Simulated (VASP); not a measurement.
AgO2:

```xyz
3
Lattice="2.7967 -1.6200 0.0019 2.7967 1.6200 0.0019 -0.0001 0.0000 3.9988" Properties=species:S:1:pos:R:3 pbc="T T T"
O     3.7885    0.0000    2.8471
O     1.8047    0.0000    1.1554
Ag    0.0000    0.0000    0.0000
```

| Item | Value |
| --- | --- |
| Program | VASP 6.6.1 |
| Task | relaxation of cell and atoms |
| Functional | r2SCAN |
| Potentials or basis | VASP PAW PBE potentials, release 64 (O, Ag) |
| Cutoff | 600 eV |
| k mesh | 8 × 8 × 6 |
| Occupations | gaussian, width 0.1 eV |
| Spin | no spin polarisation |

At the start: pressure -13.2 GPa; volume 12.08 Å³/atom.

Question: Where does the relaxation end?

Answer: Over 10 steps the energy falls by 118.1 meV/atom and the volume is 11.40 Å³/atom (-5.6 %); space group C2/m (No. 12, to 0.1 Å) before and after.

The path:
| step | energy change (eV) | largest force (eV/Å) | pressure (GPa) | volume (Å³) |
| --- | --- | --- | --- | --- |
| 1 | 0.0000 | 1.4436 | -13.19 | 36.23 |
| 2 | -0.1645 | 0.4209 | 15.39 | 31.26 |
| 3 | -0.2318 | 0.6374 | 2.98 | 32.84 |
| 4 | -0.3023 | 0.4695 | 1.95 | 33.21 |
| 5 | -0.3505 | 0.0262 | 0.05 | 33.93 |
| 6 | -0.3519 | 0.0491 | 0.26 | 33.83 |
| 7 | -0.3519 | 0.0613 | 0.34 | 33.82 |
| 8 | -0.3529 | 0.0568 | -0.03 | 33.96 |
| 9 | -0.3538 | 0.0644 | -0.67 | 34.23 |
| 10 | -0.3543 | 0.0336 | -0.28 | 34.21 |

Final structure:
```cif
data_structure
_symmetry_space_group_name_H-M 'P 1'
_symmetry_Int_Tables_number 1
_cell_length_a 3.2424
_cell_length_b 3.2424
_cell_length_c 3.7522
_cell_angle_alpha 88.618
_cell_angle_beta 88.618
_cell_angle_gamma 60.173
_cell_volume 34.21
loop_
_atom_site_label
_atom_site_type_symbol
_atom_site_fract_x
_atom_site_fract_y
_atom_site_fract_z
_atom_site_occupancy
O1 O 0.67053 0.67053 0.74984 1
O2 O 0.32947 0.32947 0.25016 1
Ag1 Ag 0.00000 0.00000 0.00000 1
```

Caveat: the PAW data sets were made with another functional, which shifts forces and pressure a little; an odd number of electrons without spin polarisation forces a metal; a magnetic or distorted state may lie lower; the relaxation stopped at a loose force limit of 0.05 eV/Å, so its end isn't a converged minimum.
